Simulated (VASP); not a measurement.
## Te: relaxation of cell and atoms with PBEsol+D4

The system is Te.

```
CELL_PARAMETERS angstrom
3.82029 -2.14820 0.00000
3.82029 2.14820 0.00000
-0.09429 0.00000 5.97609
ATOMIC_POSITIONS crystal
Te 0.00000 0.00000 0.00000
Te 0.30945 0.30945 0.33881
Te 0.69055 0.69055 0.66119
```

| Property | Result |
| --- | --- |
| Program | VASP 6.6.1 |
| Task | relaxation of cell and atoms |
| Functional | PBEsol |
| Dispersion | D4 |
| Potentials or basis | VASP PAW PBE potentials, release 64 (Te) |
| Cutoff | 600 eV |
| k mesh | 7 × 7 × 5 |
| Occupations | fermi-dirac, width 0.05 eV |
| Spin | no spin polarisation |
| Dipole correction | no |
| Further INCAR settings | ALGO = Normal; EDIFF = 1e-06; IBRION = 2; EDIFFG = -0.01; NSW = 60; ISIF = 3 |

```
Relaxed volume                        : 30.31 Å³/atom
Relaxed cell                          : a = 4.230 Å, b = 4.230 Å, c = 5.892 Å, α = 90.35°, β = 90.35°, γ = 59.60°
Space group after relaxing (to 0.1 Å) : C2/m (No. 12)
Energy gained by relaxing             : 28.1 meV/atom
Ionic steps                           : 18
Pressure after relaxing               : 0.0 GPa
Largest force after relaxing          : 0.010 eV/Å
Band gap on the k mesh                : zero (bands 9 and 10 overlap by 0.12 eV)
Dispersion energy per atom            : -0.304 eV
```

Forces on the atoms (eV/Å):
```
Te   0.000  0.000  0.000
Te   0.005  0.000 -0.008
Te  -0.005  0.000  0.008
```

The path:
| step | energy change (eV) | largest force (eV/Å) | pressure (GPa) | volume (Å³) |
| --- | --- | --- | --- | --- |
| 1 | 0.0000 | 0.0965 | -3.16 | 98.09 |
| 2 | -0.0406 | 0.3788 | 2.25 | 89.23 |
| 3 | -0.0609 | 0.2720 | 0.03 | 92.30 |
| 4 | -0.0687 | 0.2195 | -0.01 | 91.97 |
| 5 | -0.0814 | 0.0866 | 0.12 | 90.96 |
| 6 | -0.0825 | 0.0548 | 0.11 | 90.61 |
| 7 | -0.0825 | 0.0454 | 0.16 | 90.46 |
| 8 | -0.0820 | 0.0071 | -0.26 | 91.02 |
| 9 | -0.0835 | 0.0182 | -0.02 | 90.71 |
| 10 | -0.0837 | 0.0136 | 0.05 | 90.67 |
| 11 | -0.0839 | 0.0123 | 0.11 | 90.62 |
| 12 | -0.0838 | 0.0213 | 0.25 | 90.53 |
| 13 | -0.0839 | 0.0144 | 0.16 | 90.59 |
| 14 | -0.0840 | 0.0136 | 0.13 | 90.66 |
| 15 | -0.0842 | 0.0137 | 0.02 | 90.88 |
| 16 | -0.0842 | 0.0147 | -0.02 | 90.97 |
| 17 | -0.0842 | 0.0135 | -0.02 | 90.96 |
| 18 | -0.0842 | 0.0097 | 0.01 | 90.93 |

Final structure:
```cif
data_structure
_symmetry_space_group_name_H-M 'P 1'
_symmetry_Int_Tables_number 1
_cell_length_a 4.2302
_cell_length_b 4.2302
_cell_length_c 5.8916
_cell_angle_alpha 90.348
_cell_angle_beta 90.348
_cell_angle_gamma 59.604
_cell_volume 90.93
loop_
_atom_site_label
_atom_site_type_symbol
_atom_site_fract_x
_atom_site_fract_y
_atom_site_fract_z
_atom_site_occupancy
Te1 Te 0.00000 0.00000 0.00000 1
Te2 Te 0.31995 0.31995 0.33541 1
Te3 Te 0.68005 0.68005 0.66459 1
```

Levels at points of the mesh, in eV from the Fermi level:
| k point | band 7 | band 8 | band 9 | band 10 | band 11 | band 12 |
| --- | --- | --- | --- | --- | --- | --- |
| (0.00, 0.00, 0.00) | -2.10 | -1.92 | -1.86 | 1.12 | 1.15 | 1.75 |

Run time: 24 min on 1 thread of AMD EPYC 7571, on a shared host, peak memory 0.29 GiB.

Caveat: the PAW data sets were made with another functional, which shifts forces and pressure a little; spin-orbit coupling is left out, which moves the levels of the heavy elements.
